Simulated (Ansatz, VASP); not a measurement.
# One calculation of AlCr2C, two programs

```
Al Cr C
1.0
     2.84022    0.00000    0.00000
    -1.42011    2.45970    0.00000
     0.00000    0.00000   12.70308
Al Cr C
2 4 2
Direct
  0.66667 0.33333 0.25000
  0.33333 0.66667 0.75000
  0.33333 0.66667 0.41570
  0.66667 0.33333 0.91570
  0.66667 0.33333 0.58430
  0.33333 0.66667 0.08430
  0.00000 0.00000 0.50000
  0.00000 0.00000 0.00000
```

Alike in both runs: functional PBE; k mesh 21 × 21 × 4; occupations gaussian, width 0.1 eV; no spin polarisation.

Ansatz relaxed the structure, and its values are those at the end. VASP's run is a single point on that final structure, the one shown.

|  | VASP | Ansatz |
| --- | --- | --- |
| version | VASP 6.6.1 | Ansatz 0.2.0 |
| potentials or method | VASP PAW PBE potentials, release 64 (Al, Cr_pv, C), cutoff 520 eV | scalar-relativistic, plane waves, PAW |
| valence electrons in the cell | 62 | 70 |

```csv
,VASP,Ansatz,Ansatz less VASP
gap on the k mesh at the Fermi level (eV),none,none,-
pressure (GPa),0.1,0.0,-0.09
rms of the force components (eV/Å),0.017,0.000,-0.0171
```

A gap of «none» marks a metal or a gap that the smearing closes. VASP's potentials hold 62 valence electrons a cell and Ansatz's 70, so a difference there can come from the potentials and not from the codes.
